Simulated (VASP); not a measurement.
# Cu (I4_1/amd) in VASP: a series of runs, part 2 of 2

VASP 6.6.1.

**4. Single point, PBEsol**

Contents of INCAR:

```
SYSTEM = Cu
  PREC = Accurate
  ENCUT = 700
  EDIFF = 1E-6
  ISMEAR = 0
  SIGMA = 0.1
  LREAL = .FALSE.
  LASPH = .TRUE.
  NELM = 120
  ALGO = Normal
  ISIF = 2
  LWAVE = .FALSE.
  LCHARG = .FALSE.
  GGA = PS
  NBANDS = 26
  GGA_COMPAT = .FALSE.
```

Contents of KPOINTS:

```
regular mesh
0
G
  8 8 8
  0 0 0
```

Contents of POSCAR:

```
Cu
1.0
   -2.2830145711      2.2830145711      1.1929130410
    2.2830145711     -2.2830145711      1.1929130410
    2.2830145711      2.2830145711     -1.1929130410
Cu
2
Direct
    0.0000000000      0.0000000000      0.0000000000
    0.7500000000      0.2500000000      0.5000000000
```

Potentials or basis: VASP PAW PBE potentials, release 64 (Cu_sv_GW).

Started as:

```console
cat potpaw_PBE.64/Cu_sv_GW/POTCAR > POTCAR
mpirun -np 1 vasp_std > vasp.out
```

Run time: 75 s. Hardware: 1 thread of Intel Xeon Platinum 8488C (Sapphire Rapids), shared host; peak memory 0.21 GiB.

It converged, with:

| Property | Result |
| --- | --- |
| Free energy | -8.0468 eV |
| Pressure | -4.1 GPa |
| Band gap on the k mesh | zero (band 19 reaches 8.99 eV, above the bottom of band 20 at 5.08 eV) |

Stress tensor (GPa, compression positive):
```
-4.11  0.00  0.00
 0.00 -4.11  0.00
 0.00  0.00 -4.18
```

Levels at points of the mesh, in eV from the Fermi level:
| k point | band 15 | band 16 | band 17 | band 18 | band 19 | band 20 | band 21 | band 22 | band 23 | band 24 |
| --- | --- | --- | --- | --- | --- | --- | --- | --- | --- | --- |
| (0.00, 0.00, 0.00) | -1.93 | -1.90 | -1.90 | -1.39 | -0.98 | 4.71 | 4.71 | 10.25 | 10.74 | 19.43 |
| (0.50, 0.00, 0.00) | -2.09 | -1.88 | -1.58 | -1.47 | 0.38 | 3.10 | 6.37 | 7.16 | 10.34 | 10.99 |
| (0.50, 0.50, 0.00) | -2.19 | -2.19 | -1.68 | -1.68 | -1.55 | -1.55 | 10.14 | 10.14 | 12.59 | 12.59 |
| (0.50, 0.50, 0.50) | -1.90 | -1.90 | -1.82 | -1.82 | -1.62 | -1.62 | 2.41 | 2.41 | 19.18 | 19.18 |

Caveat: the k points lie up to 0.37 Å⁻¹ apart; the PAW data sets were made with another functional, which shifts forces and pressure a little.

**5. Relaxation of cell and atoms, PBEsol**

This run uses another cell than the first one, of 11.75 Å³/atom, 0.945 times its volume.

Contents of INCAR:

```
SYSTEM = Cu
PREC = Accurate ; ENCUT = 700
EDIFF = 1E-7 ; ISMEAR = 0
SIGMA = 0.1 ; LREAL = .False.
LASPH = .True. ; NELM = 120
ALGO = Normal ; ISIF = 3
LWAVE = .False. ; LCHARG = .False.
GGA = PS ; IBRION = 2
NSW = 90 ; EDIFFG = -0.04
GGA_COMPAT = .False. ; NELMIN = 4
```

Contents of KPOINTS:

```
Automatic mesh
0
Gamma
  8 8 8
  0 0 0
```

Contents of POSCAR:

```
Cu
1.0
   -2.2083209824      2.2083209824      1.2046798603
    2.2083209824     -2.2083209824      1.2046798603
    2.2083209824      2.2083209824     -1.2046798603
Cu
2
Direct
    0.0000000000      0.0000000000      0.0000000000
    0.7500000000      0.2500000000      0.5000000000
```

Potentials or basis: VASP PAW PBE potentials, release 64 (Cu_sv_GW).

Started as:

```console
cat potpaw_PBE.64/Cu_sv_GW/POTCAR > POTCAR
mpirun -np 1 vasp_std > vasp.out
```

OUTCAR:

```text
SYSTEM = Cu
   PREC = Accurate
   ENCUT = 700
   EDIFF = 1E-7
   ISMEAR = 0
   LREAL = .False.
   LASPH = .True.
   NELM = 120
   ISIF = 3
   GGA = PS
   IBRION = 2
   NSW = 90
   EDIFFG = -0.04
   NELMIN = 4

 ion  position               nearest neighbor table
   1  0.000  0.000  0.000-   2 2.29   2 2.29   2 2.29   2 2.29
   2  0.750  0.250  0.500-   1 2.29   1 2.29   1 2.29   1 2.29

  LATTYP: Found a body centered tetragonal cell.
 ALAT       =     4.4166419648
 C/A-ratio  =     0.5455184595

  Lattice vectors:

 A1 = (  -2.2083209824,   2.2083209824,   1.2046798603)
 A2 = (   2.2083209824,  -2.2083209824,   1.2046798603)
 A3 = (   2.2083209824,   2.2083209824,  -1.2046798603)

Analysis of symmetry for initial positions (statically):
=====================================================================
 Subroutine PRICEL returns:
 Original cell was already a primitive cell.

 Routine SETGRP: Setting up the symmetry group for a
 body centered tetragonal supercell.

 Subroutine GETGRP returns: Found 16 space group operations
 (whereof  8 operations were pure point group operations)
 out of a pool of 16 trial point group operations.

The static configuration has the point symmetry D_2d.
 The point group associated with its full space group is D_4h.

Analysis of symmetry for dynamics (positions and initial velocities):
=====================================================================
 Subroutine PRICEL returns:
 Original cell was already a primitive cell.

 Routine SETGRP: Setting up the symmetry group for a
 body centered tetragonal supercell.

 Subroutine GETGRP returns: Found 16 space group operations
 (whereof  8 operations were pure point group operations)
 out of a pool of 16 trial point group operations.

The dynamic configuration has the point symmetry D_2d.
 The point group associated with its full space group is D_4h.

[... 124 lines left out ...]
   LHFCALC =     F    Hartree Fock is set to
   AEXX    =    0.0000 exact exchange contribution
   IVDW    =     0    specifies the selected vdW correction
   LEPSILON=     F    determine dielectric tensor
   LRPA    =     F    only Hartree local field effects (RPA)
 conjugate gradient relaxation of ions
 non-spin polarized calculation
 Gauss-broadening in eV      SIGMA  =   0.10
  energy-cutoff  :      700.00
  volume of cell :       23.50
 maximum number of plane-waves:      1005
 NGX is ok and might be reduce to    30
   NGX = 15   NGY = 15   NGZ = 15

--------------------------------------- Ionic step        1  -------------------------------------------

 number of electron      38.0000003 magnetization

 Free energy of the ion-electron system (eV)
  ---------------------------------------------------
  ext. energy  EPLUGINS =         0.00000000
  ---------------------------------------------------
  free energy    TOTEN  =        -7.98144893 eV

  energy without entropy =       -7.97751394  energy(sigma->0) =       -7.97948143

------------------------ aborting loop because EDIFF is reached ----------------------------------------

  FORCE on cell =-STRESS in cart. coord.  units (eV):
  Direction    XX          YY          ZZ          XY          YZ          ZX
  --------------------------------------------------------------------------------------
  -------------------------------------------------------------------------------------
  Total        1.3227825      1.3227825     -0.6928913      0.0000000     -0.0000000     -0.0000000
  in kB       90.1868025     90.1868025    -47.2410623      0.0000000     -0.0000000     -0.0000000
  external PRESSURE =      44.3775142 kB  Pullay stress =       0.0000000 kB
[... 131 lines left out ...]
--------------------------------------- Ionic step        5  -------------------------------------------

 number of electron      37.9999990 magnetization

 Free energy of the ion-electron system (eV)
  ---------------------------------------------------
  ext. energy  EPLUGINS =         0.00000000
  ---------------------------------------------------
  free energy    TOTEN  =        -8.01669568 eV

  energy without entropy =       -8.01362185  energy(sigma->0) =       -8.01515876

 E-fermi :   7.0656     XC(G=0): -13.3613

 val. band max:        7.0547017668   @ k =  -0.3750  -0.3750   0.1250
 cond. band min:       7.1083403363   @ k =   0.3750   0.2500   0.0000
 fundamental gap:      0.0536385695
 Fermi energy:         7.0655822943

 k-point     1 :       0.0000    0.0000    0.0000
  band No.  band energies     occupation
      1    -105.1146      2.00000
      2    -105.0808      2.00000
      3     -62.6941      2.00000
      4     -62.6941      2.00000
      5     -62.5998      2.00000
      6     -62.5969      2.00000
[... 613 lines left out ...]
     22      12.7381      0.00000
     23      20.2678      0.00000

 [... further k-points ...]

------------------------ aborting loop because EDIFF is reached ----------------------------------------

  FORCE on cell =-STRESS in cart. coord.  units (eV):
  Direction    XX          YY          ZZ          XY          YZ          ZX
  --------------------------------------------------------------------------------------
  -------------------------------------------------------------------------------------
  Total       -0.0125485     -0.0125485      0.0056574      0.0000000      0.0000000      0.0000000
  in kB       -0.8332992     -0.8332992      0.3756863      0.0000000      0.0000000      0.0000000
  external PRESSURE =      -0.4303040 kB  Pullay stress =       0.0000000 kB
[... 17 lines left out ...]
  FREE ENERGIE OF THE ION-ELECTRON SYSTEM (eV)
  ---------------------------------------------------
  free  energy   TOTEN  =        -8.0166956761 eV

  energy  without entropy=       -8.0136218523  energy(sigma->0) =       -8.01515876

 reached required accuracy - stopping structural energy minimisation
```

OSZICAR:

```text
N       E                     dE             d eps       ncg     rms          rms(c)
DAV:   1     0.833136498945E+03    0.83314E+03   -0.27899E+04  3955   0.654E+03
DAV:   2     0.655465509013E+02   -0.76759E+03   -0.74807E+03  4383   0.156E+03
DAV:   3    -0.648704967694E+01   -0.72034E+02   -0.70504E+02  4940   0.602E+02
[... 49 lines left out ...]
DAV:   4    -0.801685101639E+01    0.18630E-02   -0.50298E-03  5156   0.363E+00    0.101E-01
DAV:   5    -0.801669389135E+01    0.15713E-03   -0.57953E-04  4822   0.118E+00    0.179E-02
DAV:   6    -0.801669662085E+01   -0.27295E-05   -0.16398E-05  4917   0.156E-01    0.911E-03
DAV:   7    -0.801669563386E+01    0.98699E-06   -0.32951E-06  4932   0.890E-02    0.608E-04
DAV:   8    -0.801669567607E+01   -0.42211E-07   -0.46802E-08  1735   0.104E-02
   5 F= -.80166957E+01 E0= -.80151588E+01  d E =-.120218E-02
```

CONTCAR:

```text
Cu
   1.00000000000000
    -2.2581379664011445    2.2581379664011445    1.1828840759265991
     2.2581379664011445   -2.2581379664011445    1.1828840759265991
     2.2581379664011445    2.2581379664011445   -1.1828840759265991
  Cu
     2
Direct
     0.0000000000000000    0.0000000000000000    0.0000000000000000
     0.7500000000000000    0.2500000000000000    0.5000000000000000

  0.00000000E+00  0.00000000E+00  0.00000000E+00
  0.00000000E+00  0.00000000E+00  0.00000000E+00
```

Wall time 2.9 min (1 thread of Intel Xeon 6975P-C (Granite Rapids), shared host); peak memory 0.22 GiB.

What came out:

```
Free energy                            : -8.0167 eV
Relaxed volume                         : 12.06 Å³/atom
Relaxed cell                           : a = 3.406 Å, b = 3.406 Å, c = 3.406 Å, α = 96.93°, β = 96.93°, γ = 139.35°
Space group after relaxing (to 0.05 Å) : I4_1/amd (No. 141)
Energy gained by relaxing              : 17.6 meV/atom
Ionic steps                            : 5
Pressure after relaxing                : 0.0 GPa
Band gap on the k mesh                 : zero (band 19 reaches 9.36 eV, above the bottom of band 20 at 5.36 eV)
```

Stress tensor (GPa, compression positive):
```
-0.08  0.00  0.00
 0.00 -0.08  0.00
 0.00  0.00  0.04
```

Step by step:
```tsv
step	energy change (eV)	largest force (eV/Å)	pressure (GPa)	volume (Å³)
1	0.0000	0.0000	4.44	23.50
2	-0.0297	0.0000	-2.92	24.60
3	-0.0340	0.0000	-1.25	24.31
4	-0.0349	0.0000	0.64	24.03
5	-0.0352	0.0000	-0.04	24.13
```

Final structure:
```
Cu
1.0
    -2.25814    2.25814    1.18288
     2.25814   -2.25814    1.18288
     2.25814    2.25814   -1.18288
Cu
2
Direct
  0.00000 0.00000 0.00000
  0.75000 0.25000 0.50000
```

Caveat: the k points lie up to 0.37 Å⁻¹ apart in the final cell; the PAW data sets were made with another functional, which shifts forces and pressure a little.

**6. Summary**

```tsv
task	potentials or basis	cell	cutoff (eV)	second run	gap on the mesh (eV)	pressure (GPa)	relaxed volume (Å³/atom)
single point	VASP PAW PBE potentials, release 64 (Cu)	a = 3.442 Å, angles 96.9, 96.9, 139.4°, 2 atoms	520	-	none	1.0	-
relaxation of cell and atoms	VASP PAW PBE potentials, release 64 (Cu)	relaxed from a = 3.347 Å, angles 97.4, 97.4, 137.8°, 2 atoms	600	-	none	0.2	12.50
single point	VASP PAW PBE potentials, release 64 (Cu_sv_GW)	a = 3.442 Å, angles 96.9, 96.9, 139.4°, 2 atoms	700	valence_matched	none	-4.1	-
relaxation of cell and atoms	VASP PAW PBE potentials, release 64 (Cu_sv_GW)	relaxed from a = 3.347 Å, angles 97.4, 97.4, 137.8°, 2 atoms	700	valence_matched	none	0.0	12.06
```

Alike in all rows: level PBEsol; no spin polarisation; k mesh 8 × 8 × 8; smearing gaussian 0.1 eV.

Caveats: all runs use coarse meshes; the PAW data sets were made with another functional, which shifts forces and pressure a little.

Absolute energies hang on the potentials; compare differences alone.
